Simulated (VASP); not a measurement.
Wanted: the native input for a VASP 6.6.1 run.

```
Task                   : relaxation of cell and atoms
Functional             : PBE
Potentials or basis    : VASP PAW PBE potentials, release 64 (P)
Cutoff                 : 600 eV
k mesh                 : 18 × 18 × 18
Occupations            : fermi-dirac, width 0.05 eV
Spin                   : no spin polarisation
Target pressure        : 15 GPa
Dipole correction      : no
Further INCAR settings : ALGO = Normal; EDIFF = 1e-06; IBRION = 2; EDIFFG = -0.005; NSW = 32; ISIF = 3
```

The structure of P lies in POSCAR:

```
P
1.0
    0.0000000000      1.8578154646      1.8578154646
    1.8578154646      0.0000000000      1.8578154646
    1.8578154646      1.8578154646      0.0000000000
P
1
Direct
    0.0000000000      0.0000000000      0.0000000000
```

The input as run:

INCAR

```
ALGO = Normal
EDIFF = 1E-6
EDIFFG = -0.005
ENCUT = 600
GGA = PE
IBRION = 2
ISIF = 3
ISMEAR = -1
LASPH = True
LCHARG = False
LREAL = False
LWAVE = False
NELM = 60
NSW = 32
PREC = Accurate
PSTRESS = 150.0
SIGMA = 0.05
```

KPOINTS

```
k-points
0
Gamma
  18 18 18
```

Potentials or basis: VASP PAW PBE potentials, release 64 (P).

Launch:

```bash
$ cat potpaw_PBE.64/P/POTCAR > POTCAR
$ mpirun -np 1 vasp_std > vasp.out
```

Results of the run:

The relaxed volume is 12.80 Å³/atom. The relaxed cell is a = 2.626 Å, b = 2.626 Å, c = 2.626 Å, α = 60.00°, β = 60.00°, γ = 60.00°, the space group after relaxing (to 0.05 Å) is Fm-3m (No. 225) and the energy change on relaxing (the enthalpy is what falls) is +2.3 meV/atom. The ionic steps are 3. The pressure after relaxing is 15.0 GPa.

Caveat: the cell is relaxed towards a set pressure, so the enthalpy falls and the energy may rise.

Run time: 11 s on 1 thread of Intel(R) Xeon(R) Platinum 8488C (Sapphire Rapids), on a shared host, peak memory 0.14 GiB.
